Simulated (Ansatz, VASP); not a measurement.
## Hg2S3 in VASP and in Ansatz

```
Hg S
1.0
     4.34808    0.00000    0.00000
    -2.17404    3.76555    0.00000
     0.00000    0.00000    6.76491
Hg S
2 3
Cartesian
  0.0000 2.5104 1.6574
  2.1740 1.2552 5.1075
  0.0000 0.0000 0.0000
  0.0000 2.5104 4.3634
  2.1740 1.2552 2.4015
```

Alike in both runs: task single point; functional PBE; k mesh 6 × 6 × 4; occupations gaussian, width 0.1 eV; no spin polarisation.

```csv
,VASP,Ansatz
version,VASP 6.6.1,Ansatz 0.2.0
potentials or method,"VASP PAW PBE potentials, release 64 (Hg, S), cutoff 520 eV","scalar-relativistic, plane waves, PAW"
valence electrons in the cell,42,58
```

```csv
,VASP,Ansatz,Ansatz less VASP
gap on the k mesh at the Fermi level (eV),none,none,-
pressure (GPa),2.2,1.9,-0.33
"traceless stress, the component that is largest in VASP (GPa)",3.04,3.08,+0.048
rms of the force components (eV/Å),0.319,0.312,-0.0079
```

Atom by atom the forces differ by 0.012 eV/Å (rms over components). A gap of «none» marks a metal or a gap that the smearing closes. VASP's potentials hold 42 valence electrons a cell and Ansatz's 58, so a difference there can come from the potentials and not from the codes.

Spin-orbit coupling is off throughout.
